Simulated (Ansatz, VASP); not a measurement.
One calculation of InP3, two programs

Contents of INCAR:

```
SYSTEM = InP3
ALGO     = Normal         ! electronic algorithm
EDIFF    = 1E-7           ! SCF threshold, eV
ENCUT    = 520            ! plane-wave cutoff, eV
GGA      = PS             ! functional
ISIF     = 2              ! what is computed and relaxed
ISMEAR   = 0              ! smearing method
LASPH    = .TRUE.         ! aspherical terms in the spheres
LCHARG   = .TRUE.         ! write CHGCAR
LELF     = .TRUE.         ! ELF
LREAL    = .FALSE.        ! projectors in reciprocal space
LVHAR    = .TRUE.       
LWAVE    = .FALSE.        ! write WAVECAR
NBANDS   = 38             ! bands
NELM     = 60             ! most SCF steps
PREC     = Accurate       ! precision mode
SIGMA    = 0.15           ! smearing width, eV
```

Contents of KPOINTS:

```
k-points
0
G
  6 6 6
  0 0 0
```

The input POSCAR:

```
InP3
1.0
    3.7149867624      2.1448486073      3.4761388907
   -3.7149867624      2.1448486073      3.4761388907
    0.0000000000     -4.2896972146      3.4761388907
In P
2 6
Direct
    0.2732788992      0.2732788992      0.2732788992
    0.7267211008      0.7267211008      0.7267211008
    0.7947108820      0.2411926338      0.7947108820
    0.7947108820      0.7947108820      0.2411926338
    0.2411926338      0.7947108820      0.7947108820
    0.2052891180      0.7588073662      0.2052891180
    0.7588073662      0.2052891180      0.2052891180
    0.2052891180      0.2052891180      0.7588073662
```

Input for Ansatz:

```yaml
crystal:
  lattice:
    - [3.7149867624, 2.1448486073, 3.4761388907]
    - [-3.7149867624, 2.1448486073, 3.4761388907]
    - [0.0, -4.2896972146, 3.4761388907]
  atoms:
    - { symbol: In, position: [0.2732788992, 0.2732788992, 0.2732788992] }
    - { symbol: In, position: [0.7267211008, 0.7267211008, 0.7267211008] }
    - { symbol: P, position: [0.794710882, 0.2411926338, 0.794710882] }
    - { symbol: P, position: [0.794710882, 0.794710882, 0.2411926338] }
    - { symbol: P, position: [0.2411926338, 0.794710882, 0.794710882] }
    - { symbol: P, position: [0.205289118, 0.7588073662, 0.205289118] }
    - { symbol: P, position: [0.7588073662, 0.205289118, 0.205289118] }
    - { symbol: P, position: [0.205289118, 0.205289118, 0.7588073662] }
basis:
  ecutwfc: 420
kpoints:
  mp_grid: { grid: [6, 6, 6] }
hamiltonian:
  xc: pbesol
scf:
  occupations: { method: gaussian, width: 0.15 }
output:
  forces: true
  stress: true
  eigenvalues: true
```

Change from the starting cell: strain +0.0600 x Voigt [0, 0, 1, 0, 0, 0], atoms carried along.

Alike in both runs: task single point; functional PBEsol; k mesh 6 × 6 × 6; occupations gaussian, width 0.15 eV; no spin polarisation.

```csv
,VASP,Ansatz
version,VASP 6.6.1,Ansatz 0.2.0
potentials or method,"VASP PAW PBE potentials, release 64 (In_d, P), cutoff 520 eV","scalar-relativistic, plane waves, PAW"
valence electrons in the cell,56,56
```

Ansatz gave:

| Item | Value |
| --- | --- |
| gap on the k mesh at the Fermi level (eV) | none |
| pressure (GPa) | -3.5 |
| traceless stress, the component that is largest in VASP (GPa) | -2.45 |
| rms of the force components (eV/Å) | 0.294 |

Estimate VASP's values.

gap on the k mesh at the Fermi level (eV): none; pressure (GPa): -3.6; traceless stress, the component that is largest in VASP (GPa): -2.44; rms of the force components (eV/Å): 0.305.

VASP's potentials were made for PBE, not for PBEsol. Atom by atom the forces differ by 0.011 eV/Å (rms over components). A gap of «none» marks a metal or a gap that the smearing closes.
